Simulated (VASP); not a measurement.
# CaB2 (P6/mmm) in VASP: further runs, part 2 of 3

VASP 6.6.1. Earlier steps stand in the parts before.

### Step 3. Single point, PBE

Contents of INCAR:

```
SYSTEM = CaB2
PREC = Accurate ; ENCUT = 500
EDIFF = 1E-6 ; ISMEAR = 1
SIGMA = 0.26 ; LREAL = .FALSE.
LASPH = .TRUE. ; NELM = 120
ALGO = Normal ; ISIF = 2
LWAVE = .FALSE. ; LCHARG = .FALSE.
GGA = PE ; NBANDS = 15
GGA_COMPAT = .FALSE.
```

Contents of KPOINTS:

```
Automatic mesh
0
G
  6 6 4
  0 0 0
```

Contents of POSCAR:

```
CaB2
1.0
    3.2264302843      0.0000000000      0.0000000000
   -1.6132151421      2.7941705897      0.0000000000
    0.0000000000      0.0000000000      4.0673920000
Ca B
1 2
Direct
    0.0000000000      0.0000000000      0.0000000000
    0.3333333333      0.6666666667      0.5000000000
    0.6666666667      0.3333333333      0.5000000000
```

Potentials or basis: VASP PAW PBE potentials, release 64 (Ca_sv, B).

Launch:

```console
$ cat potpaw_PBE.64/Ca_sv/POTCAR potpaw_PBE.64/B/POTCAR > POTCAR
$ mpirun -np 1 vasp_std > vasp.out
```

OUTCAR:

```text
SYSTEM = CaB2
   PREC = Accurate
   ENCUT = 500
   EDIFF = 1E-6
   ISMEAR = 1
   LREAL = .FALSE.
   LASPH = .TRUE.
   NELM = 120
   ISIF = 2
   GGA = PE

 ion  position               nearest neighbor table
   1  0.000  0.000  0.000-
   2  0.333  0.667  0.500-   3 1.86   3 1.86   3 1.86
   3  0.667  0.333  0.500-   2 1.86   2 1.86   2 1.86

  LATTYP: Found a hexagonal cell.
 ALAT       =     3.2264302843
 C/A-ratio  =     1.2606477257

  Lattice vectors:

 A1 = (   3.2264302843,   0.0000000000,   0.0000000000)
 A2 = (  -1.6132151421,   2.7941705897,   0.0000000000)
 A3 = (   0.0000000000,   0.0000000000,   4.0673920000)

Analysis of symmetry for initial positions (statically):
=====================================================================
 Subroutine PRICEL returns:
 Original cell was already a primitive cell.

 Routine SETGRP: Setting up the symmetry group for a
 hexagonal supercell.

 Subroutine GETGRP returns: Found 24 space group operations
 (whereof 24 operations were pure point group operations)
 out of a pool of 24 trial point group operations.

The static configuration has the point symmetry D_6h.

Analysis of symmetry for dynamics (positions and initial velocities):
=====================================================================
 Subroutine PRICEL returns:
 Original cell was already a primitive cell.

 Routine SETGRP: Setting up the symmetry group for a
 hexagonal supercell.

 Subroutine GETGRP returns: Found 24 space group operations
 (whereof 24 operations were pure point group operations)
 out of a pool of 24 trial point group operations.

The dynamic configuration has the point symmetry D_6h.

 Subroutine INISYM returns: Found 24 space group operations
 (whereof 24 operations are pure point group operations),
 and found     1 'primitive' translations

----------------------------------------------------------------------------------------

                                     Primitive cell

  volume of cell :      36.6683

  direct lattice vectors                    reciprocal lattice vectors
     3.226430284  0.000000000  0.000000000     0.309940061  0.178943978  0.000000000
    -1.613215142  2.794170590  0.000000000     0.000000000  0.357887956  0.000000000
     0.000000000  0.000000000  4.067392000     0.000000000  0.000000000  0.245857788

  length of vectors
     3.226430284  3.226430284  4.067392000     0.357887956  0.357887956  0.245857788

  position of ions in fractional coordinates (direct lattice)
     0.000000000  0.000000000  0.000000000
     0.333333333  0.666666667  0.500000000
     0.666666667  0.333333333  0.500000000

  ion indices of the primitive-cell ions
   primitive index   ion index
                 1           1
                 2           2
                 3           3

----------------------------------------------------------------------------------------

 KPOINTS: Automatic mesh

Automatic generation of k-mesh.
 Grid dimensions read from file:
 generate k-points for:    6    6    4

 Generating k-lattice:

  Cartesian coordinates                     Fractional coordinates (reciprocal lattice)
     0.051656677  0.029823996  0.000000000     0.166666667  0.000000000  0.000000000
     0.000000000  0.059647993  0.000000000     0.000000000  0.166666667  0.000000000
[... 38 lines left out ...]
   total plane-waves  NPLWV =  17280
   dimension x,y,z NGX =    24 NGY =   24 NGZ =   30
   dimension x,y,z NGXF=    48 NGYF=   48 NGZF=   60
   ions per type =               1   2
   NGX,Y,Z   is equivalent  to a cutoff of  12.37, 12.37, 12.26 a.u.
   NGXF,Y,Z  is equivalent  to a cutoff of  24.73, 24.73, 24.52 a.u.
 SYSTEM =  CaB2
   PREC   = accura    normal or accurate (medium, high low for compatibility)
   ISTART =      0    job   : 0-new  1-cont  2-samecut
   ICHARG =      2    charge: 1-file 2-atom 10-const
   ISPIN  =      1    spin polarized calculation?
   LNONCOLLINEAR =      F non collinear calculations
   LSORBIT =      F    spin-orbit coupling
   LASPH  =      T    aspherical Exc in radial PAW
   ENCUT  =  500.0 eV  36.75 Ry    6.06 a.u.   5.88  5.88  7.42*2*pi/ulx,y,z
   NELM   =    120;   NELMIN=  2; NELMDL= -5     # of ELM steps
   EDIFF  = 0.1E-05   stopping-criterion for ELM
   LREAL  =      F    real-space projection
   EDIFFG = 0.1E-04   stopping-criterion for IOM
   NSW    =      0    number of steps for IOM
   IBRION =     -1    ionic relax: 0-MD 1-quasi-New 2-CG
   NFREE  =      0    steps in history (QN), initial steepest desc. (CG)
   ISIF   =      2    stress and relaxation
   ISYM   =      2    0-nonsym 1-usesym 2-fastsym
   POTIM  = 0.5000    time-step for ionic-motion
   TEBEG  =    0.0;   TEEND  =   0.0 temperature during run
   PSTRESS=    0.0 pullay stress
   NELECT =      16.0000    total number of electrons
   NUPDOWN=      -1.0000    fix difference up-down
   EMIN   =  10.00;   EMAX   =-10.00  energy-range for DOS
   EFERMI =   0.00;   METHOD = LEGACY
   ISMEAR =     1;   SIGMA  =   0.26  broadening in eV -4-tet -1-fermi 0-gaus
   EFERMI_NEDOS =   21; number of points for ismear=-14 and -15
   IALGO  =     38    algorithm
   IMIX   =      4    mixing-type and parameters
     AMIX     =   0.40;   BMIX     =  1.00
     AMIX_MAG =   1.60;   BMIX_MAG =  1.00
  volume/ion in A,a.u.               =      12.22        82.48
  Fermi-wavevector in a.u.,A,eV,Ry     =   1.241703  2.346479 20.977823  1.541826
  Thomas-Fermi vector in A             =   2.376089
   LORBIT       =      0    0 simple, 1 ext, 2 COOP (PROOUT), +10 PAW based schemes
   GGA     = PE    functional components
   LHFCALC =     F    Hartree Fock is set to
   AEXX    =    0.0000 exact exchange contribution
   IVDW    =     0    specifies the selected vdW correction
   LEPSILON=     F    determine dielectric tensor
   LRPA    =     F    only Hartree local field effects (RPA)
 non-spin polarized calculation
 Methfessel and Paxton  Order N= 1 SIGMA  =   0.26
  energy-cutoff  :      500.00
  volume of cell :       36.67
 maximum number of plane-waves:       945
 NGX is ok and might be reduce to    24
   NGX = 11   NGY = 11   NGZ = 15

 number of electron      16.0000004 magnetization

 Free energy of the ion-electron system (eV)
  ---------------------------------------------------
  ext. energy  EPLUGINS =         0.00000000
  ---------------------------------------------------
  free energy    TOTEN  =       -15.72018937 eV

  energy without entropy =      -15.70447496  energy(sigma->0) =      -15.71495124

 E-fermi :   4.6481     XC(G=0): -10.8101

 val. band max:        4.5703751641   @ k =   0.1667  -0.0000   0.2500
 cond. band min:       4.6664506564   @ k =   0.3333   0.3333   0.0000
 fundamental gap:      0.0960754924
 Fermi energy:         4.6480694609

 k-point     1 :       0.0000    0.0000    0.0000
  band No.  band energies     occupation
      1     -35.0891      2.00000
      2     -16.0822      2.00000
      3     -15.8833      2.00000
      4     -15.8833      2.00000
      5      -5.7517      2.00000
      6       2.8638      2.00000
      7       5.0163     -0.06232
      8       5.0163     -0.06232
      9       5.0548     -0.04944
     10      10.0527      0.00000
     11      10.0527      0.00000
     12      10.9028      0.00000
     13      11.5531      0.00000
     14      11.6990      0.00000
[... 347 lines left out ...]
      2     -16.3939      2.00000
      3     -16.3939      2.00000
      4     -15.9881      2.00000
      5      -1.5247      2.00000
      6      -1.5247      2.00000
      7       1.2537      2.00000
      8       4.2972      2.06688
      9       4.2972      2.06688
     10      10.5214      0.00000
     11      11.3661      0.00000
     12      11.3661      0.00000
     13      11.8182      0.00000
     14      11.8182      0.00000
     15      13.0623      0.00000

------------------------ aborting loop because EDIFF is reached ----------------------------------------

  FORCE on cell =-STRESS in cart. coord.  units (eV):
  Direction    XX          YY          ZZ          XY          YZ          ZX
  --------------------------------------------------------------------------------------
  -------------------------------------------------------------------------------------
  Total       -0.0441145     -0.0441145      0.0995955     -0.0000000     -0.0000000      0.0000000
  in kB       -1.9275298     -1.9275298      4.3517007     -0.0000000     -0.0000000      0.0000000
  external PRESSURE =       0.1655471 kB  Pullay stress =       0.0000000 kB

 VOLUME and BASIS-vectors are now :
 -----------------------------------------------------------------------------
  energy-cutoff  :      500.00
  volume of cell :       36.67
      direct lattice vectors                 reciprocal lattice vectors
     3.226430284  0.000000000  0.000000000     0.309940061  0.178943978  0.000000000
    -1.613215142  2.794170590  0.000000000     0.000000000  0.357887956  0.000000000
     0.000000000  0.000000000  4.067392000     0.000000000  0.000000000  0.245857788

 POSITION                                       TOTAL-FORCE (eV/Angst)
 -----------------------------------------------------------------------------------
      0.00000      0.00000      0.00000        -0.000000      0.000000      0.000000
     -0.00000      1.86278      2.03370         0.000000     -0.000000      0.000000
      1.61322      0.93139      2.03370        -0.000000      0.000000      0.000000
 -----------------------------------------------------------------------------------
    total drift:                               -0.000000      0.000000      0.000000

  FREE ENERGIE OF THE ION-ELECTRON SYSTEM (eV)
  ---------------------------------------------------
  free  energy   TOTEN  =       -15.7201893712 eV

  energy  without entropy=      -15.7044749644  energy(sigma->0) =      -15.71495124
```

stdout:

```text
POSCAR found type information on POSCAR CaB
 POSCAR found :  2 types and       3 ions
 scaLAPACK will be used
 LDA part: xc-table for (Slater+PW92), standard interpolation
 POSCAR, INCAR and KPOINTS ok, starting setup
 FFT: planning ... GRIDC
 FFT: planning ... GRID_SOFT
 FFT: planning ... GRID
 WAVECAR not read
 entering main loop
```

Wall time 8.8 s (1 thread of Intel Xeon 6975P-C (Granite Rapids), shared host); peak memory 0.14 GiB.

What came out:

* Free energy: -15.7202 eV
* Pressure: 0.0 GPa
* Band gap on the k mesh: zero (bands 8 and 9 overlap by 1.63 eV)

Stress tensor (GPa, compression positive):
```
-0.19  0.00  0.00
 0.00 -0.19  0.00
 0.00  0.00  0.44
```

Levels at points of the mesh, in eV from the Fermi level:
```
           k point  band 6  band 7  band 8  band 9  band 10  band 11
(0.00, 0.00, 0.00)   -1.78    0.37    0.37    0.41     5.40     5.40
(0.50, 0.00, 0.00)   -6.34   -1.40   -1.16    1.00     3.15     5.29
(0.00, 0.00, 0.50)   -4.67    0.94    0.94    3.42     4.10     4.10
(0.50, 0.00, 0.50)   -5.46   -1.68   -0.87   -0.70     5.28     5.60
```

Caveat: the k points lie up to 0.39 Å⁻¹ apart, too coarse for converged energies and pressures of a metal.

### Step 4. Single point, PBE

Contents of INCAR:

```
SYSTEM = CaB2
PREC = Accurate ; ENCUT = 500
EDIFF = 1E-6 ; ISMEAR = 0
SIGMA = 0.1 ; LREAL = .False.
LASPH = .True. ; NELM = 120
ALGO = Normal ; ISIF = 2
LWAVE = .False. ; LCHARG = .False.
GGA = PE ; NBANDS = 15
GGA_COMPAT = .False.
```

Contents of KPOINTS:

```
Automatic mesh
0
Gamma
  7 7 5
  0 0 0
```

POSCAR is that of step 3.

Launch:

```console
$ cat potpaw_PBE.64/Ca_sv/POTCAR potpaw_PBE.64/B/POTCAR > POTCAR
$ mpirun -np 1 vasp_std > vasp.out
```

It took 9 s on 1 thread of Intel Xeon 6975P-C (Granite Rapids), shared host; peak memory 0.15 GiB.

It converged, with:

```
Free energy            : -15.7457 eV
Pressure               : -0.1 GPa
Band gap on the k mesh : zero (bands 8 and 9 overlap by 1.28 eV)
```

Stress tensor (GPa, compression positive):
```
-0.64  0.00  0.00
 0.00 -0.64  0.00
 0.00  0.00  0.92
```

Levels at points of the mesh, in eV from the Fermi level:
```csv
k point,band 5,band 6,band 7,band 8,band 9,band 10,band 11,band 12
"(0.00, 0.00, 0.00)",-10.44,-1.81,0.32,0.32,0.42,5.42,5.42,6.28
```

### Step 5. Single point, PBE

This run uses another cell than the first one, of 17.72 Å³/atom.

Contents of INCAR:

```
ALGO     = Normal         # electronic algorithm
EDIFF    = 1E-6           # SCF threshold, eV
ENCUT    = 500            # plane-wave cutoff, eV
GGA      = PE             # functional
GGA_COMPAT= False        
ISIF     = 2              # what is computed and relaxed
ISMEAR   = 0              # smearing method
LASPH    = True           # aspherical terms in the spheres
LCHARG   = False          # write CHGCAR
LREAL    = False          # projectors in reciprocal space
LWAVE    = False          # write WAVECAR
NBANDS   = 15             # bands
NELM     = 120            # most SCF steps
PREC     = Accurate       # precision mode
SIGMA    = 0.1            # smearing width, eV
```

Contents of KPOINTS:

```
k-points
0
Gamma
  6 6 4
```

Contents of POSCAR:

```
CaB2
1.0
    3.6518389759      0.0000000000      0.0000000000
   -1.8259194879      3.1625853237      0.0000000000
    0.0000000000      0.0000000000      4.6036824997
Ca B
1 2
Direct
    0.0000000000      0.0000000000      0.0000000000
    0.3333333333      0.6666666667      0.5000000000
    0.6666666667      0.3333333333      0.5000000000
```

Potentials or basis: VASP PAW PBE potentials, release 64 (Ca_sv, B).

Launch:

```console
$ cat potpaw_PBE.64/Ca_sv/POTCAR potpaw_PBE.64/B/POTCAR > POTCAR
$ mpirun -np 1 vasp_std > vasp.out
```

OUTCAR:

```text
EDIFF = 1E-6
   ENCUT = 500
   GGA = PE
   ISIF = 2
   ISMEAR = 0
   LASPH = True
   LREAL = False
   NELM = 120
   PREC = Accurate

 ion  position               nearest neighbor table
   1  0.000  0.000  0.000-
   2  0.333  0.667  0.500-   3 2.11   3 2.11   3 2.11
   3  0.667  0.333  0.500-   2 2.11   2 2.11   2 2.11

  LATTYP: Found a hexagonal cell.
 ALAT       =     3.6518389759
 C/A-ratio  =     1.2606477257

  Lattice vectors:

 A1 = (   3.6518389759,   0.0000000000,   0.0000000000)
 A2 = (  -1.8259194879,   3.1625853237,   0.0000000000)
 A3 = (   0.0000000000,   0.0000000000,   4.6036824997)

Analysis of symmetry for initial positions (statically):
=====================================================================
 Subroutine PRICEL returns:
 Original cell was already a primitive cell.

 Routine SETGRP: Setting up the symmetry group for a
 hexagonal supercell.

 Subroutine GETGRP returns: Found 24 space group operations
[... 173 lines left out ...]
      1     -38.3668      2.00000
      2     -19.3154      2.00000
      3     -19.3154      2.00000
      4     -19.2645      2.00000
      5      -6.3375      2.00000
      6       0.9786      2.00000
      7       2.6768      0.34733
      8       2.8801      0.00014
      9       2.8801      0.00014
     10       6.0198      0.00000
     11       6.6684      0.00000
     12       6.6684      0.00000
     13       7.3549      0.00000
     14       7.3549      0.00000
[... 347 lines left out ...]
      2     -19.4657      2.00000
      3     -19.4657      2.00000
      4     -19.2383      2.00000
      5      -2.9193      2.00000
      6      -2.9193      2.00000
      7      -0.0557      2.00000
      8       2.1315      2.00000
      9       2.1315      2.00000
     10       6.9958      0.00000
     11       7.4187      0.00000
     12       7.4187      0.00000
     13       7.8709      0.00000
     14       7.8709      0.00000
     15       8.3341      0.00000

------------------------ aborting loop because EDIFF is reached ----------------------------------------

  FORCE on cell =-STRESS in cart. coord.  units (eV):
  Direction    XX          YY          ZZ          XY          YZ          ZX
  --------------------------------------------------------------------------------------
  -------------------------------------------------------------------------------------
  Total       -7.6464426     -7.6464426     -6.5756341     -0.0000000     -0.0000000      0.0000000
  in kB     -230.4150176   -230.4150176   -198.1476761     -0.0000000     -0.0000000      0.0000000
  external PRESSURE =    -219.6592371 kB  Pullay stress =       0.0000000 kB

 VOLUME and BASIS-vectors are now :
 -----------------------------------------------------------------------------
  energy-cutoff  :      500.00
  volume of cell :       53.17
      direct lattice vectors                 reciprocal lattice vectors
     3.651838976  0.000000000  0.000000000     0.273834637  0.158098501  0.000000000
    -1.825919488  3.162585324  0.000000000     0.000000000  0.316197003  0.000000000
     0.000000000  0.000000000  4.603682500     0.000000000  0.000000000  0.217217412

 POSITION                                       TOTAL-FORCE (eV/Angst)
 -----------------------------------------------------------------------------------
      0.00000      0.00000      0.00000        -0.000000      0.000000     -0.000000
     -0.00000      2.10839      2.30184        -0.000000      0.000000      0.000000
      1.82592      1.05420      2.30184         0.000000     -0.000000     -0.000000
 -----------------------------------------------------------------------------------
    total drift:                               -0.000000      0.000000      0.000000

  FREE ENERGIE OF THE ION-ELECTRON SYSTEM (eV)
  ---------------------------------------------------
  free  energy   TOTEN  =       -14.1968337292 eV

  energy  without entropy=      -14.1878322584  energy(sigma->0) =      -14.19233299
```

OSZICAR:

```text
N       E                     dE             d eps       ncg     rms          rms(c)
DAV:   1     0.795388594214E+02    0.79539E+02   -0.72764E+03   630   0.955E+02
DAV:   2    -0.114612923483E+02   -0.91000E+02   -0.86277E+02   756   0.230E+02
DAV:   3    -0.146449926879E+02   -0.31837E+01   -0.31372E+01   954   0.388E+01
DAV:   4    -0.147686692860E+02   -0.12368E+00   -0.12360E+00   858   0.643E+00
DAV:   5    -0.147704815271E+02   -0.18122E-02   -0.18122E-02   924   0.720E-01    0.478E+00
DAV:   6    -0.142473476362E+02    0.52313E+00   -0.58804E-01   806   0.375E+00    0.246E+00
DAV:   7    -0.141977710351E+02    0.49577E-01   -0.24216E-01   971   0.252E+00    0.760E-01
DAV:   8    -0.142090844324E+02   -0.11313E-01   -0.73857E-02   826   0.184E+00    0.445E-01
DAV:   9    -0.141970760579E+02    0.12008E-01   -0.14392E-02   820   0.761E-01    0.106E-01
DAV:  10    -0.141969862406E+02    0.89817E-04   -0.50910E-03   958   0.391E-01    0.889E-02
DAV:  11    -0.141968617703E+02    0.12447E-03   -0.42840E-04   800   0.134E-01    0.476E-02
DAV:  12    -0.141968826091E+02   -0.20839E-04   -0.16297E-05   787   0.330E-02    0.398E-02
DAV:  13    -0.141968335980E+02    0.49011E-04   -0.94188E-05   827   0.653E-02    0.409E-03
DAV:  14    -0.141968337292E+02   -0.13123E-06   -0.78023E-06   738   0.204E-02
   1 F= -.14196834E+02 E0= -.14192333E+02  d E =-.900147E-02
```

stdout:

```text
POSCAR found type information on POSCAR CaB
 POSCAR found :  2 types and       3 ions
 scaLAPACK will be used
 LDA part: xc-table for (Slater+PW92), standard interpolation
 POSCAR, INCAR and KPOINTS ok, starting setup
 FFT: planning ... GRIDC
 FFT: planning ... GRID_SOFT
 FFT: planning ... GRID
 WAVECAR not read
 entering main loop
```

Wall time 14 s (1 thread of Intel Xeon 6975P-C (Granite Rapids), shared host); peak memory 0.17 GiB.

Results:

```
Free energy            : -14.1968 eV
Pressure               : -22.0 GPa
Band gap on the k mesh : zero (bands 8 and 9 overlap by 1.20 eV)
```

Stress tensor (GPa, compression positive):
```
-23.04   0.00   0.00
  0.00 -23.04   0.00
  0.00   0.00 -19.81
```

Levels at points of the mesh, in eV from the Fermi level:
| k point | band 6 | band 7 | band 8 | band 9 | band 10 | band 11 |
| --- | --- | --- | --- | --- | --- | --- |
| (0.00, 0.00, 0.00) | -1.63 | 0.07 | 0.27 | 0.27 | 3.41 | 4.06 |
| (0.50, 0.00, 0.00) | -5.37 | -0.97 | -0.79 | 1.11 | 2.32 | 3.82 |
| (0.00, 0.00, 0.50) | -3.95 | 0.61 | 0.61 | 2.74 | 3.29 | 3.29 |
| (0.50, 0.00, 0.50) | -4.91 | -1.22 | -0.99 | -0.58 | 3.56 | 4.08 |

Caveat: the cell stands under tension.

[end of part 2 of 3]
